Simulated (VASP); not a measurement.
# Ni (P6_3/mmc) in VASP: notebook, part 2 of 2

VASP 6.6.1.

**3. Single point, LDA, collinear spin, antiferromagnetic start**

This run uses another cell than the first one, of 10.74 Å³/atom.

File INCAR:

```
ALGO = Normal ; EDIFF = 1E-6
ENCUT = 520 ; ISIF = 2
ISMEAR = -1 ; ISPIN = 2
LASPH = True ; LCHARG = False
LMAXMIX = 4 ; LORBIT = 11
LREAL = False ; LWAVE = False
MAGMOM = 1 -1 ; NBANDS = 21
NELM = 150 ; PREC = Accurate
SIGMA = 0.05
```

File KPOINTS:

```
k-points
0
Gamma
  16 16 9
```

File POSCAR:

```
Ni
1.0
    2.4480230000      0.0000000000      0.0000000000
   -1.2240110000      2.1200500000      0.0000000000
    0.0000000000      0.0000000000      4.1406881333
Ni
2
Direct
    0.3333333333      0.6666666667      0.2500000000
    0.6666666667      0.3333333333      0.7500000000
```

Potentials or basis: VASP PAW LDA potentials, release 64 (Ni).

On the command line:

```bash
> cat potpaw_LDA.64/Ni/POTCAR > POTCAR
> mpirun -np 1 vasp_std > vasp.out
```

OUTCAR:

```text
EDIFF = 1E-6
   ENCUT = 520
   ISIF = 2
   ISMEAR = -1
   ISPIN = 2
   LASPH = True
   LORBIT = 11
   LREAL = False
   NELM = 150
   PREC = Accurate

 ion  position               nearest neighbor table
   1  0.333  0.667  0.250-   2 2.51   2 2.51   2 2.51   2 2.51   2 2.51   2 2.51
   2  0.667  0.333  0.750-   1 2.51   1 2.51   1 2.51   1 2.51   1 2.51   1 2.51

  LATTYP: Found a hexagonal cell.
 ALAT       =     2.4480230000
 C/A-ratio  =     1.6914416790

  Lattice vectors:

 A1 = (   2.4480230000,   0.0000000000,   0.0000000000)
 A2 = (  -1.2240110000,   2.1200500000,   0.0000000000)
 A3 = (   0.0000000000,   0.0000000000,   4.1406881333)

Analysis of symmetry for initial positions (statically):
=====================================================================
 Subroutine PRICEL returns:
 Original cell was already a primitive cell.

 Routine SETGRP: Setting up the symmetry group for a
 hexagonal supercell.

 Subroutine GETGRP returns: Found 24 space group operations
 (whereof 12 operations were pure point group operations)
 out of a pool of 24 trial point group operations.

The static configuration has the point symmetry D_3d.
 The point group associated with its full space group is D_6h.

Analysis of symmetry for dynamics (positions and initial velocities):
=====================================================================
 Subroutine PRICEL returns:
 Original cell was already a primitive cell.

 Routine SETGRP: Setting up the symmetry group for a
 hexagonal supercell.

 Subroutine GETGRP returns: Found 24 space group operations
 (whereof 12 operations were pure point group operations)
 out of a pool of 24 trial point group operations.

The dynamic configuration has the point symmetry D_3d.
 The point group associated with its full space group is D_6h.

Analysis of structural, dynamic, and magnetic symmetry:
=====================================================================
[... 154 lines left out ...]
  ext. energy  EPLUGINS =         0.00000000
  ---------------------------------------------------
  free energy    TOTEN  =       -12.97884984 eV

  energy without entropy =      -12.91599009  energy(sigma->0) =      -12.94741997

 E-fermi :   9.0637     XC(G=0): -13.6831

 val. band max:        9.0633793645   @ k =   0.4375   0.1250   0.4444
 cond. band min:       9.0671084063   @ k =   0.3750  -0.0000   0.0000
 fundamental gap:      0.0037290418
 Fermi energy:         9.0636892535

 spin component 1

 k-point     1 :       0.0000    0.0000    0.0000
  band No.  band energies     occupation
      1       0.1552      1.00000
      2       4.4900      1.00000
      3       7.0123      1.00000
      4       7.2094      1.00000
      5       7.2094      1.00000
      6       7.4591      1.00000
[... 565 lines left out ...]
     20      38.5942      0.00000
     21      39.9635      0.00000

 [... further k-points ...]

 spin component 2

 k-point     1 :       0.0000    0.0000    0.0000
  band No.  band energies     occupation
      1       0.1552      1.00000
      2       4.4900      1.00000
      3       7.0123      1.00000
      4       7.2094      1.00000
      5       7.2094      1.00000
      6       7.4591      1.00000
[... 565 lines left out ...]
     20      38.5942      0.00000
     21      39.9635      0.00000

 [... further k-points ...]

------------------------ aborting loop because EDIFF is reached ----------------------------------------

  FORCE on cell =-STRESS in cart. coord.  units (eV):
  Direction    XX          YY          ZZ          XY          YZ          ZX
  --------------------------------------------------------------------------------------
  -------------------------------------------------------------------------------------
  Total       -1.7515280     -1.7515278     -2.4126611     -0.0000004      0.0000000      0.0000000
  in kB     -130.5850777   -130.5850645   -179.8758208     -0.0000308      0.0000000      0.0000000
  external PRESSURE =    -147.0153210 kB  Pullay stress =       0.0000000 kB

 VOLUME and BASIS-vectors are now :
 -----------------------------------------------------------------------------
  energy-cutoff  :      520.00
  volume of cell :       21.49
      direct lattice vectors                 reciprocal lattice vectors
     2.448023000  0.000000000  0.000000000     0.408492894  0.235843398  0.000000000
    -1.224011000  2.120050000  0.000000000     0.000000000  0.471686989  0.000000000
     0.000000000  0.000000000  4.140688133     0.000000000  0.000000000  0.241505752

 POSITION                                       TOTAL-FORCE (eV/Angst)
 -----------------------------------------------------------------------------------
      0.00000      1.41337      1.03517        -0.000000     -0.000000      0.000000
      1.22401      0.70668      3.10552         0.000000      0.000000      0.000000
 -----------------------------------------------------------------------------------
    total drift:                               -0.000000      0.000000     -0.000000

  FREE ENERGIE OF THE ION-ELECTRON SYSTEM (eV)
  ---------------------------------------------------
  free  energy   TOTEN  =       -12.9788498419 eV

  energy  without entropy=      -12.9159900919  energy(sigma->0) =      -12.94741997

 total charge

# of ion       s       p       d       tot
------------------------------------------
    1        0.501   0.502   8.344   9.347
    2        0.501   0.502   8.344   9.347
--------------------------------------------------
tot          1.002   1.004  16.688  18.694

 magnetization (x)

# of ion       s       p       d       tot
------------------------------------------
    1       -0.000  -0.000  -0.000  -0.000
    2        0.000   0.000   0.000   0.000
--------------------------------------------------
tot          0.000   0.000   0.000   0.000
```

OSZICAR:

```text
N       E                     dE             d eps       ncg     rms          rms(c)
DAV:   1     0.942351363639E+02    0.94235E+02   -0.92063E+03 13616   0.140E+03
DAV:   2    -0.948869811229E+01   -0.10372E+03   -0.95817E+02 12750   0.235E+02
DAV:   3    -0.150714754020E+02   -0.55828E+01   -0.53900E+01 14597   0.628E+01
DAV:   4    -0.151417663210E+02   -0.70291E-01   -0.70235E-01 14443   0.660E+00
[... 11 lines left out ...]
DAV:  16    -0.129788462499E+02   -0.12009E-04   -0.40218E-04 19886   0.214E-01    0.958E-03
DAV:  17    -0.129788489997E+02   -0.27497E-05   -0.31944E-04 21755   0.200E-01    0.321E-03
DAV:  18    -0.129788496296E+02   -0.62996E-06   -0.26178E-05 15297   0.540E-02    0.189E-03
DAV:  19    -0.129788496984E+02   -0.68825E-07   -0.12404E-05  6957   0.386E-02    0.876E-04
DAV:  20    -0.129788498419E+02   -0.14351E-06   -0.14999E-06  8570   0.127E-02
   1 F= -.12978850E+02 E0= -.12947420E+02  d E =-.628598E-01  mag=    -0.0000
```

stdout:

```text
POSCAR found type information on POSCAR Ni
 POSCAR found :  1 types and       2 ions
 scaLAPACK will be used
 LDA part: xc-table for (Slater(with rela. corr.)+CA(PZ))
 , standard interpolation
 POSCAR, INCAR and KPOINTS ok, starting setup
 FFT: planning ... GRIDC
 FFT: planning ... GRID_SOFT
 FFT: planning ... GRID
 WAVECAR not read
 entering main loop
```

Run time: 4.7 min. Hardware: 1 thread of Intel Xeon 8259CL, shared host; peak memory 0.2 GiB.

What came out:

```
Free energy                                           : -12.9788 eV
Pressure                                              : -14.7 GPa
Band gap on the k mesh                                : zero (filled and empty bands overlap)
Net moment                                            : 0.00 μB per cell
Valence electrons inside the program's atomic spheres : Ni 9.35
```

Stress tensor (GPa, compression positive):
```
-13.06   0.00   0.00
  0.00 -13.06   0.00
  0.00   0.00 -17.99
```

Caveat: the cell stands under tension.

**4. Single point, LDA, collinear spin, antiferromagnetic start**

This run uses another cell than the first one, of 10.92 Å³/atom.

File INCAR:

```
  PREC = Accurate
  ENCUT = 520
  EDIFF = 1E-6
  ISMEAR = -1
  SIGMA = 0.05
  LREAL = F
  LASPH = T
  NELM = 150
  ALGO = Normal
  ISIF = 2
  LWAVE = F
  LCHARG = F
  ISPIN = 2
  MAGMOM = 1 -1
  LORBIT = 11
  LMAXMIX = 4
  GGA = CA
  NBANDS = 21
```

File KPOINTS:

```
regular mesh
0
Gamma
  16 16 9
```

Changes to POSCAR since step 3:

```diff
@@ -4,3 +4,3 @@
    -1.2240110000      2.1200500000      0.0000000000
-    0.0000000000      0.0000000000      4.1406881333
+    0.0000000000      0.0000000000      4.2085682667
 Ni
```

Potentials or basis: VASP PAW LDA potentials, release 64 (Ni).

On the command line:

```bash
> cat potpaw_LDA.64/Ni/POTCAR > POTCAR
> mpirun -np 1 vasp_std > vasp.out
```

OUTCAR:

```text
PREC = Accurate
   ENCUT = 520
   EDIFF = 1E-6
   ISMEAR = -1
   LREAL = F
   LASPH = T
   NELM = 150
   ISIF = 2
   ISPIN = 2
   LORBIT = 11
   GGA = CA

 ion  position               nearest neighbor table
   1  0.333  0.667  0.250-   2 2.53   2 2.53   2 2.53   2 2.53   2 2.53   2 2.53
   2  0.667  0.333  0.750-   1 2.53   1 2.53   1 2.53   1 2.53   1 2.53   1 2.53

  LATTYP: Found a hexagonal cell.
 ALAT       =     2.4480230000
 C/A-ratio  =     1.7191702311

  Lattice vectors:

 A1 = (   2.4480230000,   0.0000000000,   0.0000000000)
 A2 = (  -1.2240110000,   2.1200500000,   0.0000000000)
 A3 = (   0.0000000000,   0.0000000000,   4.2085682667)

Analysis of symmetry for initial positions (statically):
=====================================================================
 Subroutine PRICEL returns:
 Original cell was already a primitive cell.

 Routine SETGRP: Setting up the symmetry group for a
 hexagonal supercell.

 Subroutine GETGRP returns: Found 24 space group operations
 (whereof 12 operations were pure point group operations)
 out of a pool of 24 trial point group operations.

The static configuration has the point symmetry D_3d.
 The point group associated with its full space group is D_6h.

Analysis of symmetry for dynamics (positions and initial velocities):
=====================================================================
 Subroutine PRICEL returns:
 Original cell was already a primitive cell.

 Routine SETGRP: Setting up the symmetry group for a
 hexagonal supercell.

 Subroutine GETGRP returns: Found 24 space group operations
 (whereof 12 operations were pure point group operations)
 out of a pool of 24 trial point group operations.

The dynamic configuration has the point symmetry D_3d.
 The point group associated with its full space group is D_6h.

Analysis of structural, dynamic, and magnetic symmetry:
=====================================================================
 Subroutine PRICEL returns:
 Original cell was already a primitive cell.

 Routine SETGRP: Setting up the symmetry group for a
 hexagonal supercell.

 Subroutine GETGRP returns: Found 24 space group operations
 (whereof 12 operations were pure point group operations)
 out of a pool of 24 trial point group operations.

The overall configuration has the point symmetry D_3d.
 The point group associated with its full space group is D_6h.

 Subroutine INISYM returns: Found 24 space group operations
 (whereof 12 operations are pure point group operations),
 and found     1 'primitive' translations

----------------------------------------------------------------------------------------

                                     Primitive cell

  volume of cell :      21.8422

  direct lattice vectors                    reciprocal lattice vectors
     2.448023000  0.000000000  0.000000000     0.408492894  0.235843398  0.000000000
    -1.224011000  2.120050000  0.000000000     0.000000000  0.471686989  0.000000000
     0.000000000  0.000000000  4.208568267     0.000000000  0.000000000  0.237610498

  length of vectors
     2.448023000  2.448022657  4.208568267     0.471686922  0.471686989  0.237610498

[... 71 lines left out ...]
   PREC   = accura    normal or accurate (medium, high low for compatibility)
   ISTART =      0    job   : 0-new  1-cont  2-samecut
   ICHARG =      2    charge: 1-file 2-atom 10-const
   ISPIN  =      2    spin polarized calculation?
   LNONCOLLINEAR =      F non collinear calculations
   LSORBIT =      F    spin-orbit coupling
   LASPH  =      T    aspherical Exc in radial PAW
   ENCUT  =  520.0 eV  38.22 Ry    6.18 a.u.   4.55  4.55  7.83*2*pi/ulx,y,z
   NELM   =    150;   NELMIN=  2; NELMDL= -5     # of ELM steps
   EDIFF  = 0.1E-05   stopping-criterion for ELM
   LREAL  =      F    real-space projection
   EDIFFG = 0.1E-04   stopping-criterion for IOM
   NSW    =      0    number of steps for IOM
   IBRION =     -1    ionic relax: 0-MD 1-quasi-New 2-CG
   NFREE  =      0    steps in history (QN), initial steepest desc. (CG)
   ISIF   =      2    stress and relaxation
   ISYM   =      2    0-nonsym 1-usesym 2-fastsym
   POTIM  = 0.5000    time-step for ionic-motion
   TEBEG  =    0.0;   TEEND  =   0.0 temperature during run
   PSTRESS=    0.0 pullay stress
   NELECT =      20.0000    total number of electrons
   NUPDOWN=      -1.0000    fix difference up-down
   EMIN   =  10.00;   EMAX   =-10.00  energy-range for DOS
   EFERMI =   0.00;   METHOD = LEGACY
   ISMEAR =    -1;   SIGMA  =   0.05  broadening in eV -4-tet -1-fermi 0-gaus
   EFERMI_NEDOS =   21; number of points for ismear=-14 and -15
   IALGO  =     38    algorithm
   IMIX   =      4    mixing-type and parameters
     AMIX     =   0.40;   BMIX     =  1.00
     AMIX_MAG =   1.60;   BMIX_MAG =  1.00
  volume/ion in A,a.u.               =      10.92        73.70
  Fermi-wavevector in a.u.,A,eV,Ry     =   1.589716  3.004127 34.384596  2.527196
  Thomas-Fermi vector in A             =   2.688522
   LORBIT       =     11    0 simple, 1 ext, 2 COOP (PROOUT), +10 PAW based schemes
   GGA     = CA    functional components
   LHFCALC =     F    Hartree Fock is set to
   AEXX    =    0.0000 exact exchange contribution
   IVDW    =     0    specifies the selected vdW correction
   LEPSILON=     F    determine dielectric tensor
   LRPA    =     F    only Hartree local field effects (RPA)
 spin polarized calculation
  energy-cutoff  :      520.00
  volume of cell :       21.84
 maximum number of plane-waves:       608
   NGX =  9   NGY =  9   NGZ = 15

 number of electron      19.9999990 magnetization      -0.0000000

 number of electron      19.9999990 magnetization       0.0000000

 Free energy of the ion-electron system (eV)
  ---------------------------------------------------
  ext. energy  EPLUGINS =         0.00000000
  ---------------------------------------------------
  free energy    TOTEN  =       -12.93428081 eV

  energy without entropy =      -12.87222710  energy(sigma->0) =      -12.90325396

 E-fermi :   8.8268     XC(G=0): -13.5854

 val. band max:        8.8262983347   @ k =   0.3750  -0.0000   0.0000
 cond. band min:       8.8276167525   @ k =   0.4375   0.1250   0.1111
 fundamental gap:      0.0013184177
 Fermi energy:         8.8268050464

 spin component 1

 k-point     1 :       0.0000    0.0000    0.0000
  band No.  band energies     occupation
      1       0.0360      1.00000
      2       4.3087      1.00000
      3       6.7574      1.00000
      4       7.0072      1.00000
      5       7.0072      1.00000
      6       7.2346      1.00000
[... 565 lines left out ...]
     20      38.3077      0.00000
     21      38.9595      0.00000

 [... further k-points ...]

 spin component 2

 k-point     1 :       0.0000    0.0000    0.0000
  band No.  band energies     occupation
      1       0.0360      1.00000
      2       4.3087      1.00000
      3       6.7574      1.00000
      4       7.0072      1.00000
      5       7.0072      1.00000
      6       7.2346      1.00000
[... 565 lines left out ...]
     20      38.3077      0.00000
     21      38.9595      0.00000

 [... further k-points ...]

------------------------ aborting loop because EDIFF is reached ----------------------------------------

  FORCE on cell =-STRESS in cart. coord.  units (eV):
  Direction    XX          YY          ZZ          XY          YZ          ZX
  --------------------------------------------------------------------------------------
  -------------------------------------------------------------------------------------
  Total       -1.9927037     -1.9927035     -3.0646874     -0.0000005     -0.0000000      0.0000000
  in kB     -146.1696907   -146.1696759   -224.8023177     -0.0000345     -0.0000000      0.0000000
  external PRESSURE =    -172.3805614 kB  Pullay stress =       0.0000000 kB

 VOLUME and BASIS-vectors are now :
 -----------------------------------------------------------------------------
  energy-cutoff  :      520.00
  volume of cell :       21.84
      direct lattice vectors                 reciprocal lattice vectors
     2.448023000  0.000000000  0.000000000     0.408492894  0.235843398  0.000000000
    -1.224011000  2.120050000  0.000000000     0.000000000  0.471686989  0.000000000
     0.000000000  0.000000000  4.208568267     0.000000000  0.000000000  0.237610498

 POSITION                                       TOTAL-FORCE (eV/Angst)
 -----------------------------------------------------------------------------------
      0.00000      1.41337      1.05214        -0.000000      0.000000      0.000000
      1.22401      0.70668      3.15643         0.000000     -0.000000      0.000000
 -----------------------------------------------------------------------------------
    total drift:                               -0.000000      0.000000     -0.000000

  FREE ENERGIE OF THE ION-ELECTRON SYSTEM (eV)
  ---------------------------------------------------
  free  energy   TOTEN  =       -12.9342808118 eV

  energy  without entropy=      -12.8722271007  energy(sigma->0) =      -12.90325396

 total charge

# of ion       s       p       d       tot
------------------------------------------
    1        0.495   0.488   8.337   9.320
    2        0.495   0.488   8.337   9.320
--------------------------------------------------
tot          0.990   0.976  16.675  18.641

 magnetization (x)

# of ion       s       p       d       tot
------------------------------------------
    1       -0.000  -0.000   0.000   0.000
    2        0.000   0.000  -0.000  -0.000
--------------------------------------------------
tot          0.000   0.000   0.000   0.000
```

OSZICAR:

```text
N       E                     dE             d eps       ncg     rms          rms(c)
DAV:   1     0.941280120573E+02    0.94128E+02   -0.91640E+03 13549   0.139E+03
DAV:   2    -0.945185529484E+01   -0.10358E+03   -0.95540E+02 12775   0.234E+02
DAV:   3    -0.150274499577E+02   -0.55756E+01   -0.53904E+01 14556   0.628E+01
[... 12 lines left out ...]
DAV:  16    -0.129342769333E+02   -0.15228E-04   -0.53037E-04 19524   0.241E-01    0.113E-02
DAV:  17    -0.129342798119E+02   -0.28786E-05   -0.48101E-04 21735   0.241E-01    0.484E-03
DAV:  18    -0.129342807352E+02   -0.92329E-06   -0.10457E-05 16556   0.275E-02    0.203E-03
DAV:  19    -0.129342807978E+02   -0.62592E-07   -0.11137E-05  6935   0.378E-02    0.103E-03
DAV:  20    -0.129342808118E+02   -0.13986E-07   -0.14465E-07  6600   0.292E-03
   1 F= -.12934281E+02 E0= -.12903254E+02  d E =-.620537E-01  mag=     0.0000
```

stdout:

```text
POSCAR found type information on POSCAR Ni
 POSCAR found :  1 types and       2 ions
 scaLAPACK will be used
 LDA part: xc-table for (Slater(with rela. corr.)+CA(PZ))
 , standard interpolation
 POSCAR, INCAR and KPOINTS ok, starting setup
 FFT: planning ... GRIDC
 FFT: planning ... GRID_SOFT
 FFT: planning ... GRID
 WAVECAR not read
 entering main loop
```

It took 4.8 min on 1 thread of Intel Xeon 8259CL, shared host; peak memory 0.2 GiB.

What came out:

```
Free energy                                           : -12.9343 eV
Pressure                                              : -17.2 GPa
Band gap on the k mesh                                : zero (filled and empty bands overlap)
Net moment                                            : 0.00 μB per cell
Valence electrons inside the program's atomic spheres : Ni 9.32
```

Caveat: the cell stands under tension.

**5. Overview**

| cell | gap on the mesh (eV) | pressure (GPa) | moment (μB) |
| --- | --- | --- | --- |
| a = 2.448, b = 2.448, c = 4.073 Å, angles 90.0, 90.0, 120.0°, 2 atoms | none | -11.8 | 0.00 |
| a = 2.448, b = 2.448, c = 4.141 Å, angles 90.0, 90.0, 120.0°, 2 atoms | none | -14.7 | 0.00 |
| a = 2.448, b = 2.448, c = 4.209 Å, angles 90.0, 90.0, 120.0°, 2 atoms | none | -17.2 | 0.00 |

Alike in all rows: task single point; level LDA; potentials or basis VASP PAW LDA potentials, release 64 (Ni); spin collinear, antiferromagnetic start; k mesh 16 × 16 × 9; cutoff (eV) 520; smearing fermi-dirac 0.05 eV.

Caveats: the cell stands under tension.

Absolute energies hang on the potentials; compare differences alone.
